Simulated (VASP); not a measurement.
Here is a VASP 6.6.1 calculation.

File INCAR:

```
SYSTEM = Si
PREC = Accurate ; ENCUT = 520
EDIFF = 1E-6 ; ISMEAR = 0
SIGMA = 0.02 ; LREAL = .FALSE.
LASPH = .TRUE. ; NELM = 80
ALGO = Normal ; ISIF = 2
LWAVE = .FALSE. ; LCHARG = .TRUE.
GGA = PS ; LELF = .TRUE.
LVHAR = .TRUE. ; NBANDS = 11
```

File KPOINTS:

```
Automatic mesh
0
G
  10 10 10
  0 0 0
```

The input POSCAR:

```
Si
1.0
    0.0000000000      2.7169170808      2.7169170808
    2.7169170808      0.0000000000      2.7169170808
    2.7169170808      2.7169170808      0.0000000000
Si
2
Direct
    0.2500000000      0.2500000000      0.2500000000
    0.0000000000      0.0000000000      0.0000000000
```

Potentials or basis: VASP PAW PBE potentials, release 64 (Si).

Launch:

```console
$ cat potpaw_PBE.64/Si/POTCAR > POTCAR
$ mpirun -np 1 vasp_std > vasp.out
```

Task: Predict the pressure.

Result: 0.1 GPa.

Task: Estimate the band gap on the k mesh.

Result: 0.47 eV, indirect (least direct gap 2.52 eV).

Caveat: the PAW data sets were made with another functional, which shifts forces and pressure a little. Expect the measured gap to be larger: semilocal functionals such as PBEsol lack the derivative discontinuity.
